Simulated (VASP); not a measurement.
A run of VASP 6.6.1:

File INCAR:

```
SYSTEM = BN
PREC = Accurate
ENCUT = 520
EDIFF = 1E-7
ISMEAR = 0
SIGMA = 0.05
LREAL = .FALSE.
LASPH = .TRUE.
NELM = 60
ALGO = Normal
ISIF = 2
LWAVE = .FALSE.
LCHARG = .TRUE.
GGA = CA
LELF = .TRUE.
LVHAR = .TRUE.
NBANDS = 16
```

Contents of KPOINTS:

```
Automatic mesh
0
G
  12 12 4
  0 0 0
```

Contents of POSCAR:

```
BN
1.0
    2.4859821395      0.0000000000      0.0000000000
   -1.2429910698      2.1529236862      0.0000000000
    0.0000000000      0.0000000000      6.9759144817
B N
2 2
Direct
    0.3333333333      0.6666666667      0.2500000000
    0.6666666667      0.3333333333      0.7500000000
    0.3333333333      0.6666666667      0.7500000000
    0.6666666667      0.3333333333      0.2500000000
```

Potentials or basis: VASP PAW LDA potentials, release 64 (B, N).

The run is started by

```console
$ cat potpaw_LDA.64/B/POTCAR potpaw_LDA.64/N/POTCAR > POTCAR
$ mpirun -np 1 vasp_std > vasp.out
```

Hardware: 1 thread of Intel Xeon 8259CL (shared host).

Task: Estimate the wall time of this run.

Result: It took 46 s on 1 thread of Intel Xeon 8259CL, on a shared host, peak memory 0.14 GiB. Counts: scf iterations 13, k points 57.
